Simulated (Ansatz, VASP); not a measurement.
## ZrB: VASP beside Ansatz

INCAR

```
SYSTEM = ZrB
ALGO = Normal ; EDIFF = 1E-6
ENCUT = 520 ; GGA = PS
ISIF = 2 ; ISMEAR = 0
LASPH = .True. ; LCHARG = .False.
LREAL = .False. ; LWAVE = .False.
NBANDS = 14 ; NELM = 60
PREC = Accurate ; SIGMA = 0.15
```

Contents of KPOINTS:

```
k-points
0
Gamma
  20 20 20
  0 0 0
```

POSCAR

```
ZrB
1.0
   -0.9764388137      1.9528776273      1.9528776273
    1.9528776273     -0.9764388137      1.9528776273
    1.9528776273      1.9528776273     -0.9764388137
Zr B
1 1
Direct
    0.0000000000      0.0000000000      0.0000000000
    0.5000000000      0.5000000000      0.5000000000
```

Input for Ansatz:

```yaml
crystal:
  lattice:
    - [-0.9764388137, 1.9528776273, 1.9528776273]
    - [1.9528776273, -0.9764388137, 1.9528776273]
    - [1.9528776273, 1.9528776273, -0.9764388137]
  atoms:
    - { symbol: Zr, position: [0.0, 0.0, 0.0] }
    - { symbol: B, position: [0.5, 0.5, 0.5] }
basis:
  ecutwfc: 420
kpoints:
  mp_grid: { grid: [20, 20, 20] }
hamiltonian:
  xc: pbesol
scf:
  occupations: { method: gaussian, width: 0.15 }
output:
  forces: true
  stress: true
  eigenvalues: true
```

Alike in both runs: task single point; functional PBEsol; k mesh 20 × 20 × 20; occupations gaussian, width 0.15 eV; no spin polarisation.

```csv
,VASP,Ansatz
version,VASP 6.6.1,Ansatz 0.2.0
potentials or method,"VASP PAW PBE potentials, release 64 (Zr_sv, B), cutoff 520 eV","scalar-relativistic, plane waves, PAW"
valence electrons in the cell,15,15
```

|  | VASP | Ansatz | Ansatz less VASP |
| --- | --- | --- | --- |
| gap on the k mesh at the Fermi level (eV) | none | none | - |
| pressure (GPa) | 12.8 | 12.5 | -0.25 |

VASP's potentials were made for PBE, not for PBEsol. A gap of «none» marks a metal or a gap that the smearing closes.
